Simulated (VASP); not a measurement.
**Si16C15 (a cell with a defect): single point with PBEsol**

System: Si16C15 (a cell with a defect).

```
CELL_PARAMETERS angstrom
3.07804 -5.33132 0.00000
-6.15607 0.00000 0.00000
0.00000 0.00000 -10.07570
ATOMIC_POSITIONS crystal
Si 0.33406 0.16812 0.06477
Si 0.83307 0.16638 0.06238
Si 0.33534 0.66869 0.06234
Si 0.83308 0.66872 0.06236
Si 0.16725 0.33432 0.56248
Si 0.66656 0.33434 0.56245
Si 0.16723 0.83498 0.56249
Si 0.66697 0.83454 0.56207
Si 0.49308 0.48660 0.31257
Si 0.00035 0.50118 0.31126
Si 0.49293 0.00848 0.31257
Si 0.01471 0.00836 0.31270
Si 0.99995 0.00097 0.81236
Si 0.50071 0.00094 0.81231
Si 0.00042 0.50120 0.81255
Si 0.50074 0.50181 0.81231
C 0.83445 0.16940 0.25010
C 0.33211 0.66702 0.25006
C 0.83447 0.66708 0.25008
C 0.16695 0.33474 0.75047
C 0.66744 0.33474 0.75045
C 0.16691 0.83419 0.75048
C 0.66713 0.83457 0.74895
C 0.50094 0.50244 0.50157
C 0.00035 0.50123 0.49968
C 0.50090 0.00059 0.50158
C 0.99908 0.00057 0.50163
C 0.99855 0.00029 0.99806
C 0.50154 0.00022 0.99800
C 0.00046 0.50124 0.99943
C 0.50159 0.50344 0.99797
```

This cell differs from its parent crystal: atoms taken out, then relaxed in part.

- Program: VASP 6.6.1
- Task: single point
- Functional: PBEsol
- Potentials or basis: VASP PAW PBE potentials, release 64 (Si, C)
- Cutoff: 520 eV
- k mesh: 2 × 2 × 2
- Occupations: gaussian, width 0.01 eV
- Spin: collinear spin
- Starting moments: [0.25, 0.0, 0.0, 0.0, 0.0, 0.0, 0.0, 0.0, 0.25, 0.0, 0.25, 0.25, 0.0, 0.0, 0.0, 0.0, 0.0, 0.0, 0.0, 0.0, 0.0, 0.0, 0.0, 0.0, 0.0, 0.0, 0.0, 0.0, 0.0, 0.0, 0.0] μB

```
Largest force                                         : 0.017 eV/Å
Net moment                                            : 0.25 μB per cell
Site moments                                          : Si +0.05, +0.00, -0.00, +0.01 (each value once); C -0.00, +0.01 (each value once) μB
Valence electrons inside the program's atomic spheres : Si 1.66, 1.69, 1.70, 1.62 (each value once); C 2.50, 2.55, 2.54 (each value once)
```

Forces in eV/Å, atoms in the order of the input:
```
Si   0.004  0.004 -0.007
Si   0.005  0.003  0.003
Si  -0.001 -0.006  0.004
Si  -0.007  0.003  0.003
Si   0.004 -0.003 -0.003
Si   0.000  0.007 -0.003
Si  -0.009 -0.005 -0.002
Si  -0.003 -0.001  0.002
Si   0.008  0.009  0.006
Si  -0.002 -0.001  0.005
Si  -0.010  0.001  0.005
Si  -0.002 -0.014  0.009
Si  -0.003 -0.002 -0.001
Si  -0.005 -0.001 -0.002
Si  -0.002 -0.001  0.001
Si   0.001  0.001  0.001
C   -0.002  0.002  0.005
C    0.001 -0.001  0.006
C    0.003 -0.001  0.003
C    0.001  0.002  0.003
C    0.001  0.003  0.002
C    0.003 -0.002  0.001
C    0.001  0.002  0.001
C    0.006  0.002 -0.003
C    0.004  0.000  0.002
C    0.001 -0.002  0.000
C   -0.001 -0.003 -0.004
C   -0.001  0.000 -0.009
C   -0.002  0.002 -0.011
C    0.003  0.001 -0.007
C    0.005  0.002 -0.010
```

Levels at points of the mesh, in eV from the Fermi level:
Spin up:
| k point | band 59 | band 60 | band 61 | band 62 | band 63 | band 64 | band 65 | band 66 | band 67 | band 68 |
| --- | --- | --- | --- | --- | --- | --- | --- | --- | --- | --- |
| (0.00, 0.00, 0.00) | -2.36 | -2.09 | -2.09 | -0.35 | 0.16 | 0.16 | 0.30 | 0.30 | 0.70 | 0.98 |
| (0.50, 0.00, 0.00) | -2.83 | -2.73 | -2.42 | -1.40 | -0.32 | 0.89 | 1.67 | 1.74 | 1.74 | 1.95 |
| (0.00, 0.50, 0.00) | -2.83 | -2.73 | -2.42 | -1.41 | -0.32 | 0.89 | 1.67 | 1.74 | 1.74 | 1.95 |
| (0.50, 0.50, 0.00) | -2.83 | -2.73 | -2.42 | -1.40 | -0.32 | 0.89 | 1.67 | 1.74 | 1.74 | 1.95 |
| (0.00, 0.00, 0.50) | -2.44 | -2.13 | -2.13 | -0.89 | 0.47 | 0.47 | 0.59 | 0.60 | 0.93 | 1.04 |
| (0.50, 0.00, 0.50) | -2.88 | -2.81 | -2.73 | -1.17 | 0.00 | 0.75 | 1.82 | 1.86 | 1.89 | 1.98 |
| (0.00, 0.50, 0.50) | -2.88 | -2.81 | -2.73 | -1.17 | 0.00 | 0.75 | 1.82 | 1.86 | 1.89 | 1.98 |
| (0.50, 0.50, 0.50) | -2.88 | -2.81 | -2.72 | -1.17 | 0.00 | 0.75 | 1.82 | 1.86 | 1.89 | 1.98 |
Spin down:
```tsv
k point	band 59	band 60	band 61	band 62	band 63	band 64	band 65	band 66
(0.00, 0.00, 0.00)	-2.35	-2.08	-2.08	-0.29	0.18	0.18	0.31	0.31
(0.50, 0.00, 0.00)	-2.82	-2.72	-2.42	-1.37	-0.20	0.92	1.67	1.75
(0.00, 0.50, 0.00)	-2.82	-2.72	-2.42	-1.37	-0.20	0.92	1.67	1.75
(0.50, 0.50, 0.00)	-2.82	-2.72	-2.42	-1.37	-0.20	0.92	1.67	1.75
(0.00, 0.00, 0.50)	-2.43	-2.13	-2.13	-0.78	0.49	0.49	0.61	0.61
(0.50, 0.00, 0.50)	-2.88	-2.80	-2.72	-1.14	0.12	0.79	1.83	1.86
(0.00, 0.50, 0.50)	-2.88	-2.80	-2.72	-1.14	0.12	0.79	1.83	1.86
(0.50, 0.50, 0.50)	-2.88	-2.80	-2.72	-1.14	0.12	0.78	1.83	1.86
```

Wall time 20 min on 1 thread of Oxide Virtual Turin-like Processor (shared host), peak memory 0.68 GiB.

Caveat: the k points lie up to 0.59 Å⁻¹ apart; the cell carries a net charge on a neutralising background, which shifts energy and pressure; the cell differs from its parent crystal (atoms taken out, then relaxed in part); the cell is charged against a uniform background, so pressure and absolute levels hang on convention; the PAW data sets were made with another functional, which shifts forces and pressure a little.
